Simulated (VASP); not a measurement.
The system is TaN.

```
CELL_PARAMETERS angstrom
2.95018 0.00000 0.00000
-1.47509 2.55493 0.00000
0.00000 0.00000 2.89777
ATOMIC_POSITIONS crystal
Ta 0.33333 0.66667 0.50000
N 0.00000 0.00000 0.00000
```

```yaml
Program: VASP 6.6.1
Task: relaxation of cell and atoms
Functional: PBE
Dispersion: D3(BJ)
Potentials_or_basis: VASP PAW PBE potentials, release 64 (Ta_pv, N)
Cutoff: 600 eV
k_mesh: 18 × 18 × 14
Occupations: gaussian, width 0.1 eV
Spin: no spin polarisation
```

At the start: pressure -6.4 GPa; volume 10.92 Å³/atom.

How do energy, volume and symmetry change on relaxing?

Over 7 steps the energy falls by 4.2 meV/atom and the volume is 10.72 Å³/atom (-1.9 %); space group P-6m2 (No. 187, to 0.05 Å).

The path:
| step | energy change (eV) | largest force (eV/Å) | pressure (GPa) | volume (Å³) |
| --- | --- | --- | --- | --- |
| 1 | 0.0000 | 0.0000 | -6.39 | 21.84 |
| 2 | 0.0414 | 0.0000 | 17.63 | 20.49 |
| 3 | -0.0083 | 0.0000 | -0.10 | 21.44 |
| 4 | -0.0083 | 0.0000 | 0.03 | 21.43 |
| 5 | -0.0083 | 0.0000 | 0.04 | 21.43 |
| 6 | -0.0083 | 0.0000 | 0.03 | 21.43 |
| 7 | -0.0083 | 0.0000 | 0.04 | 21.43 |

Final structure:
```xyz
2
Lattice="2.9300 0.0000 0.0000 -1.4650 2.5374 0.0000 0.0000 0.0000 2.8827" Properties=species:S:1:pos:R:3 pbc="T T T"
Ta    0.0000    1.6916    1.4414
N     0.0000    0.0000    0.0000
```

Caveat: pairwise dispersion overbinds metals, which lowers pressure and volume.
